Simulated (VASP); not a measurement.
Input of a VASP 6.6.1 run:

Contents of POSCAR:

```
HfO2
1.0
    3.5766926640      0.0000000000      0.0000000000
    0.0000000000      3.5766926640      0.0000000000
    0.0000000000      0.0000000000      5.2022243965
Hf O
2 4
Direct
    0.5000000000      0.5000000000      0.5000000000
    0.0000000000      0.0000000000      0.0000000000
    0.0000000000      0.5000000000      0.6962101057
    0.5000000000      0.0000000000      0.8037898943
    0.5000000000      0.0000000000      0.3037898943
    0.0000000000      0.5000000000      0.1962101057
```

File INCAR.step1:

```
  PREC = Accurate
  ENCUT = 520
  ISMEAR = -1
  SIGMA = 0.02
  LREAL = False
  LASPH = True
  NELM = 60
  NBANDS = 31
  GGA = PE
  ALGO = Normal
  EDIFF = 1E-4
  LWAVE = True
  LCHARG = False
```

INCAR.step2

```
  PREC = Accurate
  ENCUT = 520
  EDIFF = 1E-6
  ISMEAR = -1
  SIGMA = 0.02
  LREAL = False
  LASPH = True
  NELM = 60
  ALGO = Normal
  ISIF = 2
  LWAVE = False
  LCHARG = False
  METAGGA = R2SCAN
  LMIXTAU = True
  NBANDS = 31
  ISTART = 1
```

Contents of KPOINTS:

```
regular mesh
0
Gamma
  6 6 4
```

Potentials or basis: VASP PAW PBE potentials, release 64 (Hf_pv, O).

Command:

```console
$ cat potpaw_PBE.64/Hf_pv/POTCAR potpaw_PBE.64/O/POTCAR > POTCAR
$ cp INCAR.step1 INCAR
$ mpirun -np 1 vasp_std > vasp.out
$ cp INCAR.step2 INCAR
$ mpirun -np 1 vasp_std > vasp.out
```

Task: Estimate the band gap on the k mesh.

Result: 5.24 eV (least direct gap 5.32 eV).

Task: Estimate the largest force.

Result: 0.068 eV/Å.

Task: What does it give for the pressure?

Result: -3.6 GPa.

Stress tensor (GPa, compression positive):
```
-3.64  0.00  0.00
 0.00 -3.64  0.00
 0.00  0.00 -3.39
```

Caveat: the cell stands under tension; the PAW data sets were made with another functional, which shifts forces and pressure a little; spin-orbit coupling is left out, which moves the levels of the heavy elements. A k mesh can miss the band edges.
